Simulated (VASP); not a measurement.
Runs of VASP 6.6.1 on CaC2. The structure is that of space group I4/mmm (No. 139), or close to it. The cells are those of the table. 

```tsv
cell	gap on the mesh (eV)	pressure (GPa)	largest force (eV/Å)
a = 4.229 Å, angles 127.0, 127.0, 78.2°, 3 atoms	0.80	-6.2	1.95
a = 4.137 Å, angles 122.7, 122.7, 85.3°, 3 atoms	1.57	5.5	(a)
a = 4.184 Å, angles 121.9, 121.9, 86.7°, 3 atoms	1.76	3.8	5.78
a = 4.167 Å, angles 126.2, 126.2, 79.6°, 3 atoms	0.91	-1.8	0.10
a = 4.273 Å, angles 126.2, 126.2, 79.6°, 3 atoms	(b)	(c)	1.87
```

Alike in all rows: task single point; level LDA; potentials or basis VASP PAW LDA potentials, release 64 (Ca_sv, C); no spin polarisation; k mesh 10 × 10 × 10; cutoff (eV) 520; smearing gaussian 0.05 eV.

Q: Fill in the values left out.

A: (a) 5.70; (b) 1.06; (c) -8.3.

Caveats: forces of over 1 eV/Å act on the atoms, so gaps and moduli don't describe the material at rest (some runs).

A k mesh can miss the band edges.
